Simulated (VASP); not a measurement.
Input of a VASP 6.6.1 run:

INCAR

```
PREC     = Accurate       # precision mode
ENCUT    = 520            # plane-wave cutoff, eV
EDIFF    = 1E-6           # SCF threshold, eV
ISMEAR   = 0              # smearing method
SIGMA    = 0.05           # smearing width, eV
LREAL    = Auto         
LASPH    = True           # aspherical terms in the spheres
NELM     = 60             # most SCF steps
ALGO     = Normal         # electronic algorithm
ISIF     = 2              # what is computed and relaxed
LWAVE    = False          # write WAVECAR
LCHARG   = False          # write CHGCAR
GGA      = PE             # functional
NBANDS   = 48             # bands
```

KPOINTS

```
Automatic mesh
0
Gamma
  2 2 2
```

Contents of POSCAR:

```
Si
1.0
    0.0000000000      5.4300000000      5.4300000000
    5.4300000000      0.0000000000      5.4300000000
    5.4300000000      5.4300000000      0.0000000000
Si
17
Direct
   -0.0015585635      0.0099867403     -0.0037165746
    0.1341507366      0.1225194291      0.1198453959
    0.0211342541     -0.0070151013      0.4935250460
    0.1328087477      0.1241244015      0.6242332413
    0.0009260589      0.4944730203     -0.0049157459
    0.0892337937      0.6369026703      0.1370903315
   -0.0021671271      0.4961490792      0.5102822284
    0.1338098527      0.6193017495      0.6230299263
    0.5059662063      0.0023282689     -0.0111744936
    0.6197787293      0.1452536832      0.1189866483
    0.5046462247      0.0038200737      0.5039320442
    0.6475558932      0.1174085635      0.6179413444
    0.4606985267      0.5128095764      0.0126176796
    0.6219770718      0.6153441068      0.1164166667
    0.5056860958      0.4882067219      0.5028984346
    0.6192178637      0.6188699816      0.6450981584
    0.6987816759      0.7666500000      0.2663288214
```

Potentials or basis: VASP PAW PBE potentials, release 64 (Si).

Launch:

```console
$ cat potpaw_PBE.64/Si/POTCAR > POTCAR
$ mpirun -np 1 vasp_std > vasp.out
```

Problem. Estimate the band gap on the k mesh.

Solution. Zero (band 34 reaches 6.90 eV, above the bottom of band 35 at 6.76 eV).

Problem. What does it give for the pressure?

Solution. 5.0 GPa.

Problem. Estimate the largest force.

Solution. 0.282 eV/Å.

Stress tensor (GPa, compression positive):
```
 4.97  0.25  0.26
 0.25  5.07 -0.23
 0.26 -0.23  5.04
```

Caveat: the k points lie up to 0.50 Å⁻¹ apart.
